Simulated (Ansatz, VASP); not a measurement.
RbBr: VASP beside Ansatz

INCAR

```
ALGO = Normal
EDIFF = 1E-7
EDIFFG = -0.08
ENCUT = 500
GGA = PE
GGA_COMPAT = F
IBRION = 2
ISIF = 3
ISMEAR = 0
LASPH = T
LCHARG = F
LREAL = F
LWAVE = F
NELM = 120
NELMIN = 4
NSW = 36
PREC = Accurate
SIGMA = 0.15
```

File KPOINTS:

```
k-points
0
Gamma
  4 4 4
```

File POSCAR:

```
RbBr
1.0
    0.0000000000      3.3452626400      3.3452626400
    3.3452626400      0.0000000000      3.3452626400
    3.3452626400      3.3452626400      0.0000000000
Rb Br
1 1
Direct
    0.5000000000      0.5000000000      0.5000000000
    0.0000000000      0.0000000000      0.0000000000
```

Input for Ansatz:

```yaml
crystal:
  lattice:
    - [0.0, 3.34526264, 3.34526264]
    - [3.34526264, 0.0, 3.34526264]
    - [3.34526264, 3.34526264, 0.0]
  atoms:
    - { symbol: Rb, position: [0.5, 0.5, 0.5] }
    - { symbol: Br, position: [0.0, 0.0, 0.0] }
basis:
  ecutwfc: 420
kpoints:
  mp_grid: { grid: [4, 4, 4] }
hamiltonian:
  xc: pbe
scf:
  occupations: { method: gaussian, width: 0.15 }
  lower_state_search: "off"
output:
  forces: true
  stress: true
  eigenvalues: true
relax:
  adjacent_minimum: "off"
  f_tol: 0.08
  max_steps: 16
  cell: { stress_tol: 0.8 }
```

Change from the starting cell: species swapped into the YbS type (Fm-3m, No. 225).

Alike in both runs: task relaxation of cell and atoms; functional PBE; k mesh 4 × 4 × 4; occupations gaussian, width 0.15 eV; no spin polarisation.

```csv
,VASP,Ansatz
version,VASP 6.6.1,Ansatz 0.2.0
potentials or method,"VASP PAW PBE potentials, release 64 (Rb_sv, Br), cutoff 500 eV","scalar-relativistic, plane waves, PAW"
valence electrons in the cell,16,16
```

```tsv
	VASP	Ansatz	Ansatz less VASP
gap on the k mesh at the Fermi level, each at its own relaxed structure (eV)	4.13	4.23	+0.095
relaxed volume (Å³/atom)	44.24	42.52	-1.721
relaxed cell length with the largest relative difference (Å)	5.002	4.936	-0.0657
```

Noted on VASP's run: the volume moved by over 15 % at a fixed basis, so the end points are rough.
